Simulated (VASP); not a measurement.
Crystal: SnO.

```xyz
2
Lattice="0.0000 2.1135 2.1135 2.1135 0.0000 2.1135 2.1135 2.1135 0.0000" Properties=species:S:1:pos:R:3 pbc="T T T"
Sn    0.0000    0.0000    0.0000
O     2.1135    2.1135    2.1135
```

- Program: VASP 6.6.1
- Task: relaxation of cell and atoms
- Functional: PBE
- Potentials or basis: VASP PAW PBE potentials, release 64 (Sn_d, O)
- Cutoff: 600 eV
- k mesh: 8 × 8 × 8
- Occupations: gaussian, width 0.1 eV
- Spin: no spin polarisation

At the start: pressure 184.8 GPa; volume 9.44 Å³/atom.

Question: Where does the relaxation end?

Answer: Over 5 steps the energy falls by 2532.6 meV/atom and the volume is 16.37 Å³/atom (+73.4 %); space group Fm-3m (No. 225, to 0.1 Å) before and after.

Step by step:
| step | energy change (eV) | largest force (eV/Å) | pressure (GPa) | volume (Å³) |
| --- | --- | --- | --- | --- |
| 1 | 0.0000 | 0.0000 | 184.76 | 18.88 |
| 2 | 0.2188 | 0.0000 | -35.40 | 67.00 |
| 3 | -4.9849 | 0.0000 | -8.54 | 35.61 |
| 4 | -5.0489 | 0.0000 | -4.08 | 34.00 |
| 5 | -5.0653 | 0.0000 | 0.07 | 32.74 |

Final structure:
```xyz
2
Lattice="0.0000 2.5390 2.5390 2.5390 0.0000 2.5390 2.5390 2.5390 0.0000" Properties=species:S:1:pos:R:3 pbc="T T T"
Sn    0.0000    0.0000    0.0000
O     2.5390    2.5390    2.5390
```

Caveat: the volume moved by over 15 % at a fixed basis, so the end points are rough.
